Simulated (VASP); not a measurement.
Here is a VASP 6.6.1 calculation.

File INCAR:

```
ALGO = Normal
EDIFF = 1E-7
EDIFFG = -0.01
ENCUT = 600
GGA = PS
IBRION = 2
ISIF = 4
ISMEAR = 0
LASPH = T
LCHARG = F
LREAL = F
LWAVE = F
NELM = 60
NSW = 60
PREC = Accurate
SIGMA = 0.05
```

KPOINTS

```
k-points
0
Gamma
  12 12 6
```

File POSCAR:

```
ZrC
1.0
    3.2505304168      0.0000000000      0.0000000000
   -1.6252652084      2.8150419167      0.0000000000
    0.0000000000      0.0000000000      5.7555019523
Zr C
2 2
Direct
    0.0000000000      0.0000000000      0.0000000000
    0.0000000000      0.0000000000      0.5000000000
    0.3333333333      0.6666666667      0.2500000000
    0.6666666667      0.3333333333      0.7500000000
```

Potentials or basis: VASP PAW PBE potentials, release 64 (Zr_sv, C).

The run is started by

```bash
$ cat potpaw_PBE.64/Zr_sv/POTCAR potpaw_PBE.64/C/POTCAR > POTCAR
$ mpirun -np 1 vasp_std > vasp.out
```

(1) Estimate the band gap on the k mesh.

## Answers

(1) zero (band 16 reaches 10.58 eV, above the bottom of band 17 at 9.00 eV).
